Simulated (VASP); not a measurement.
Write the native input for VASP 6.6.1 that does the following.

| Item | Value |
| --- | --- |
| Task | single point |
| Functional | BLYP |
| Potentials or basis | VASP PAW PBE potentials, release 64 (Os) |
| Cutoff | 520 eV |
| k mesh | 20 × 20 × 20 |
| Occupations | fermi-dirac, width 0.1 eV |
| Spin | no spin polarisation |
| Dipole correction | no |
| Further INCAR settings | ALGO = Normal; EDIFF = 1e-07; NBANDS = 10 |

The structure of Os lies in POSCAR:

```
Os
1.0
    2.5976447518      0.0000000000      0.0000000000
    0.0000000000      2.5976447518      0.0000000000
    0.0000000000      0.0000000000      2.5976447518
Os
1
Direct
    0.0000000000      0.0000000000      0.0000000000
```

This isn't the form of Os at room conditions, which is hcp.

One way to write it, as run:

INCAR

```
  AGGAC = 1.0
  AGGAX = 1.0
  ALDAC = 0.0
  ALDAX = 1.0
  ALGO = Normal
  EDIFF = 1E-7
  ENCUT = 520
  GGA = B5
  ISIF = 2
  ISMEAR = -1
  LASPH = T
  LCHARG = F
  LREAL = F
  LWAVE = F
  NBANDS = 10
  NELM = 80
  PREC = Accurate
  SIGMA = 0.1
```

KPOINTS

```
k-points
0
Gamma
  20 20 20
```

Potentials or basis: VASP PAW PBE potentials, release 64 (Os).

Launch:

```sh
$ cat potpaw_PBE.64/Os/POTCAR > POTCAR
$ mpirun -np 1 vasp_std > vasp.out
```

Results of the run:

```
Pressure               : 1.7 GPa
Band gap on the k mesh : zero (bands 4 and 5 overlap by 5.57 eV)
```

Caveat: the PAW data sets were made with another functional, which shifts forces and pressure a little; spin-orbit coupling is left out, which moves the levels of the heavy elements.

Wall time 48 s on 1 thread of Intel Xeon 8259CL (shared host), peak memory 0.17 GiB.
